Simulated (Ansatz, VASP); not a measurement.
# AgO: VASP beside Ansatz

Contents of INCAR:

```
  PREC = Accurate
  ENCUT = 520
  EDIFF = 1E-6
  ISMEAR = 0
  SIGMA = 0.15
  LREAL = F
  LASPH = T
  NELM = 80
  ALGO = Normal
  ISIF = 2
  LWAVE = F
  LCHARG = F
  GGA = PS
  NBANDS = 16
```

File KPOINTS:

```
Automatic mesh
0
Gamma
  18 18 18
```

Contents of POSCAR:

```
AgO
1.0
    0.0000000000      2.7030246817      1.9110384500
    2.7030246817      0.0000000000      1.9110384500
    2.7030246817      2.7030246817      0.0000000000
Ag O
1 1
Direct
    0.0000000000      0.0000000000      0.0000000000
    0.7500000000      0.7500000000      0.7500000000
```

Input for Ansatz:

```yaml
crystal:
  lattice:
    - [0.0, 2.7030246817, 1.91103845]
    - [2.7030246817, 0.0, 1.91103845]
    - [2.7030246817, 2.7030246817, 0.0]
  atoms:
    - { symbol: Ag, position: [0.0, 0.0, 0.0] }
    - { symbol: O, position: [0.75, 0.75, 0.75] }
basis:
  ecutwfc: 420
kpoints:
  mp_grid: { grid: [18, 18, 18] }
hamiltonian:
  xc: pbesol
scf:
  occupations: { method: gaussian, width: 0.15 }
output:
  forces: true
  stress: true
  eigenvalues: true
```

Alike in both runs: task single point; functional PBEsol; k mesh 18 × 18 × 18; occupations gaussian, width 0.15 eV; no spin polarisation.

```csv
,VASP,Ansatz
version,VASP 6.6.1,Ansatz 0.2.0
potentials or method,"VASP PAW PBE potentials, release 64 (Ag, O), cutoff 520 eV","scalar-relativistic, plane waves, PAW"
valence electrons in the cell,17,25
```

VASP gave:

```
gap on the k mesh at the Fermi level (eV)                     : none
pressure (GPa)                                                : 2.0
traceless stress, the component that is largest in VASP (GPa) : -3.16
```

Question: Which values does Ansatz return?

Answer: gap on the k mesh at the Fermi level (eV): none; pressure (GPa): 2.2; traceless stress, the component that is largest in VASP (GPa): -3.17.

VASP's potentials were made for PBE, not for PBEsol. A gap of «none» marks a metal or a gap that the smearing closes. VASP's potentials hold 17 valence electrons a cell and Ansatz's 25, so a difference there can come from the potentials and not from the codes.
